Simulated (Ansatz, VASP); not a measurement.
Al2Si3N: VASP beside Ansatz

```
Al Si N
1.0
     2.87628    1.66062    3.02783
    -2.87628    1.66062    3.02783
     0.00000   -3.32124    3.02783
Al Si N
2 3 1
Direct
  0.63255 0.63255 0.63255
  0.36745 0.36745 0.36745
  0.00000 0.50000 0.00000
  0.50000 0.00000 0.00000
  0.00000 0.00000 0.50000
  0.00000 0.00000 0.00000
```

Change from the starting cell: species swapped into the Lu2Al3Fe type (R-3m, No. 166).

Alike in both runs: functional PBE; k mesh 12 × 12 × 12; occupations gaussian, width 0.1 eV; no spin polarisation.

Ansatz relaxed the structure, and its values are those at the end. VASP's run is a single point on that final structure, the one shown.

|  | VASP | Ansatz |
| --- | --- | --- |
| version | VASP 6.6.1 | Ansatz 0.2.0 |
| potentials or method | VASP PAW PBE potentials, release 64 (Al, Si, N), cutoff 520 eV | scalar-relativistic, plane waves, PAW |
| valence electrons in the cell | 23 | 23 |

|  | VASP | Ansatz | Ansatz less VASP |
| --- | --- | --- | --- |
| gap on the k mesh at the Fermi level (eV) | none | none | - |
| pressure (GPa) | 0.0 | 0.0 | +0.03 |

A gap of «none» marks a metal or a gap that the smearing closes.
